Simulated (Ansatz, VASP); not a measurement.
**LiTlS2: VASP beside Ansatz**

```xyz
4
Lattice="4.1892 0.0000 0.0000 0.0000 4.1892 0.0000 0.0000 0.0000 5.8694" Properties=species:S:1:pos:R:3 pbc="T T T"
Li    0.0000    0.0000    0.0000
S     0.0000    2.0946    1.3476
S     2.0946    0.0000    4.5218
Tl    2.0946    2.0946    2.9347
```

Alike in both runs: task single point; functional PBE; k mesh 6 × 6 × 4; no spin polarisation.

|  | VASP | Ansatz |
| --- | --- | --- |
| version | VASP 6.6.1 | Ansatz 0.2.0 |
| potentials or method | VASP PAW PBE potentials, release 64 (Li_sv, S, Tl_d) | plane waves, PAW |
| plane-wave cutoff (eV) | 520 | 420 |
| occupations | gaussian, width 0.01 eV | fixed |
| valence electrons in the cell | 28 | 28 |

VASP gave:

* gap on the k mesh at the Fermi level (eV): 0.72
* rms of the force components (eV/Å): 0.093

Question: Which values does Ansatz return?

Answer: gap on the k mesh at the Fermi level (eV): 0.71; rms of the force components (eV/Å): 0.091.

Spin-orbit coupling is off throughout. Noted on VASP's run: the cutoff is short for stress, so the pressure is rough.
